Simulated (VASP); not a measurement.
# SrO (Fm-3m) in VASP: a series of runs, part 2 of 2

VASP 6.6.1.

## (3) Single point, PBE

This run uses another cell than the first one, of 16.63 Å³/atom.

INCAR reads:

```
SYSTEM = SrO
ALGO = Normal
EDIFF = 1E-6
ENCUT = 600
GGA = PE
GGA_COMPAT = .FALSE.
ISIF = 2
ISMEAR = 0
LASPH = .TRUE.
LCHARG = .FALSE.
LREAL = .FALSE.
LWAVE = .FALSE.
NBANDS = 15
NELM = 120
PREC = Accurate
SIGMA = 0.01
```

KPOINTS reads:

```
k-points
0
G
  6 6 6
  0 0 0
```

POSCAR reads:

```
SrO
1.0
    0.0000000000      2.5524036425      2.5524036425
    2.5524036425      0.0000000000      2.5524036425
    2.5524036425      2.5524036425      0.0000000000
Sr O
1 1
Direct
    0.5000000000      0.5000000000      0.5000000000
    0.0000000000      0.0000000000      0.0000000000
```

Potentials or basis: VASP PAW PBE potentials, release 64 (Sr_sv, O).

On the command line:

```console
cat potpaw_PBE.64/Sr_sv/POTCAR potpaw_PBE.64/O/POTCAR > POTCAR
mpirun -np 1 vasp_std > vasp.out
```

OUTCAR:

```text
SYSTEM = SrO
   EDIFF = 1E-6
   ENCUT = 600
   GGA = PE
   ISIF = 2
   ISMEAR = 0
   LASPH = .TRUE.
   LREAL = .FALSE.
   NELM = 120
   PREC = Accurate

 ion  position               nearest neighbor table
   1  0.500  0.500  0.500-   2 2.55   2 2.55   2 2.55   2 2.55   2 2.55   2 2.55
   2  0.000  0.000  0.000-   1 2.55   1 2.55   1 2.55   1 2.55   1 2.55   1 2.55

  LATTYP: Found a face centered cubic cell.
 ALAT       =     5.1048072850

  Lattice vectors:

[... 466 lines left out ...]

  FORCE on cell =-STRESS in cart. coord.  units (eV):
  Direction    XX          YY          ZZ          XY          YZ          ZX
  --------------------------------------------------------------------------------------
  -------------------------------------------------------------------------------------
  Total        1.1525042      1.1525042      1.1525042      0.0000000      0.0000000     -0.0000000
  in kB       55.5232689     55.5232689     55.5232689      0.0000000      0.0000000     -0.0000000
  external PRESSURE =      55.5232689 kB  Pullay stress =       0.0000000 kB

 VOLUME and BASIS-vectors are now :
 -----------------------------------------------------------------------------
  energy-cutoff  :      600.00
  volume of cell :       33.26
      direct lattice vectors                 reciprocal lattice vectors
     0.000000000  2.552403642  2.552403642    -0.195893781  0.195893781  0.195893781
     2.552403642  0.000000000  2.552403642     0.195893781 -0.195893781  0.195893781
     2.552403642  2.552403642  0.000000000     0.195893781  0.195893781 -0.195893781

 POSITION                                       TOTAL-FORCE (eV/Angst)
 -----------------------------------------------------------------------------------
      2.55240      2.55240      2.55240        -0.000000     -0.000000     -0.000000
      0.00000      0.00000      0.00000         0.000000      0.000000      0.000000
 -----------------------------------------------------------------------------------
    total drift:                               -0.000000      0.000000      0.000000

  FREE ENERGIE OF THE ION-ELECTRON SYSTEM (eV)
  ---------------------------------------------------
  free  energy   TOTEN  =       -12.0220107807 eV

  energy  without entropy=      -12.0220107807  energy(sigma->0) =      -12.02201078
```

Run time: 9.6 s. Hardware: 1 thread of Intel Xeon Platinum 8488C (Sapphire Rapids), shared host; peak memory 0.17 GiB.

Results:

* Free energy: -12.0220 eV
* Pressure: 5.6 GPa
* Band gap on the k mesh: 3.25 eV (least direct gap 3.32 eV)

Caveat: the cell stands under pressure. PBE gaps usually lie below the measured ones, often by a third to a half.

## (4) Single point, PBE

This run uses another cell than the first one, of 15.93 Å³/atom.

INCAR reads:

```
SYSTEM = SrO
  PREC = Accurate
  ENCUT = 600
  EDIFF = 1E-6
  ISMEAR = 0
  SIGMA = 0.01
  LREAL = .False.
  LASPH = .True.
  NELM = 120
  ALGO = Normal
  ISIF = 2
  LWAVE = .False.
  LCHARG = .False.
  GGA = PE
  NBANDS = 15
  GGA_COMPAT = .False.
```

KPOINTS reads:

```
Automatic mesh
0
Gamma
  6 6 6
  0 0 0
```

POSCAR reads:

```
SrO
1.0
    0.0000000000      2.5162246654      2.5162246654
    2.5162246654      0.0000000000      2.5162246654
    2.5162246654      2.5162246654      0.0000000000
Sr O
1 1
Direct
    0.5000000000      0.5000000000      0.5000000000
    0.0000000000      0.0000000000      0.0000000000
```

On the command line:

```console
cat potpaw_PBE.64/Sr_sv/POTCAR potpaw_PBE.64/O/POTCAR > POTCAR
mpirun -np 1 vasp_std > vasp.out
```

Run time: 7.4 s. Hardware: 1 thread of Intel Xeon Platinum 8488C (Sapphire Rapids), shared host; peak memory 0.16 GiB.

The run converged. Its results:

- Free energy: -11.9506 eV
- Pressure: 10.7 GPa
- Band gap on the k mesh: 3.22 eV (least direct gap 3.26 eV)

Levels at points of the mesh, in eV from the valence-band top:
```tsv
k point	band 6	band 7	band 8	band 9	band 10	band 11
(0.00, 0.00, 0.00)	0.00	0.00	0.00	4.47	6.35	6.35
(0.50, 0.00, 0.00)	-2.30	-1.27	-1.27	6.84	8.99	9.22
(0.50, 0.50, 0.00)	-0.31	-0.04	-0.04	3.22	8.31	10.61
```

Caveat: the cell stands under pressure. A hybrid or GW would open this gap; PBE tends to underestimate it.

## (5) Single point, PBE

This run uses another cell than the first one, of 17.96 Å³/atom.

INCAR reads:

```
SYSTEM = SrO
ALGO = Normal
EDIFF = 1E-6
ENCUT = 600
GGA = PE
GGA_COMPAT = .False.
ISIF = 2
ISMEAR = 0
LASPH = .True.
LCHARG = .False.
LREAL = .False.
LWAVE = .False.
NBANDS = 15
NELM = 120
PREC = Accurate
SIGMA = 0.01
```

KPOINTS reads:

```
k-points
0
Gamma
  6 6 6
  0 0 0
```

POSCAR reads:

```
SrO
1.0
    0.0000000000      2.6189379103      2.6189379103
    2.6189379103      0.0000000000      2.6189379103
    2.6189379103      2.6189379103      0.0000000000
Sr O
1 1
Direct
    0.5000000000      0.5000000000      0.5000000000
    0.0000000000      0.0000000000      0.0000000000
```

On the command line:

```console
cat potpaw_PBE.64/Sr_sv/POTCAR potpaw_PBE.64/O/POTCAR > POTCAR
mpirun -np 1 vasp_std > vasp.out
```

Wall time 10 s (1 thread of Intel Xeon Platinum 8488C (Sapphire Rapids), shared host); peak memory 0.17 GiB.

The run converged. Its results:

| Property | Result |
| --- | --- |
| Free energy | -12.0538 eV |
| Pressure | -1.6 GPa |
| Band gap on the k mesh | 3.29 eV (least direct gap 3.41 eV) |

Levels at points of the mesh, in eV from the valence-band top:
```csv
k point,band 4,band 5,band 6,band 7,band 8,band 9,band 10,band 11,band 12,band 13
"(0.00, 0.00, 0.00)",-14.28,-14.28,0.00,0.00,0.00,3.60,6.09,6.09,6.09,8.13
"(0.50, 0.00, 0.00)",-14.35,-13.10,-2.07,-1.03,-1.03,6.31,8.02,8.53,8.53,11.39
"(0.50, 0.50, 0.00)",-14.59,-14.59,-0.52,-0.12,-0.12,3.29,7.39,9.81,9.89,10.65
```

## (6) Overview

```csv
cell,gap on the mesh (eV),pressure (GPa)
"a = 3.646 Å, angles 60.0°, 2 atoms",3.27,2.5
"a = 3.610 Å, angles 60.0°, 2 atoms",3.25,5.6
"a = 3.558 Å, angles 60.0°, 2 atoms",3.22,10.7
"a = 3.704 Å, angles 60.0°, 2 atoms",3.29,-1.6
```

Alike in all rows: task single point; level PBE; potentials or basis VASP PAW PBE potentials, release 64 (Sr_sv, O); no spin polarisation; k mesh 6 × 6 × 6; cutoff (eV) 600; smearing gaussian 0.01 eV.

Caveats: the cell stands under pressure (at least some runs).

Total energies depend on the potentials used, so only differences within one code and one set of settings carry meaning.
